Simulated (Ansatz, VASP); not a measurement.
Two plane-wave programs on Tc

```
Tc
1.0
     2.79308    0.00000    0.00000
    -1.39654    2.41888    0.00000
     0.00000    0.00000    8.94168
Tc
4
Direct
  0.66667 0.33333 0.75000
  0.00000 0.00000 0.50000
  0.33333 0.66667 0.25000
  0.00000 0.00000 0.00000
```

Alike in both runs: task single point; functional PBE; k mesh 11 × 11 × 3; occupations fermi-dirac, width 0.05 eV; no spin polarisation.

|  | VASP | Ansatz |
| --- | --- | --- |
| version | VASP 6.6.1 | Ansatz 0.2.0 |
| potentials or method | VASP PAW PBE potentials, release 64 (Tc_pv) | Ansatz PAW earlier set |
| plane-wave cutoff (eV) | 520 | 500 |
| valence electrons in the cell | 52 | 60 |

|  | VASP | Ansatz | Ansatz less VASP |
| --- | --- | --- | --- |
| gap on the k mesh at the Fermi level (eV) | none | none | - |
| pressure (GPa) | -12.7 | -12.1 | +0.61 |
| traceless stress, the component that is largest in VASP (GPa) | 0.91 | 0.94 | +0.030 |

A gap of «none» marks a metal or a gap that the smearing closes. VASP's potentials hold 52 valence electrons a cell and Ansatz's 60, so a difference there can come from the potentials and not from the codes.
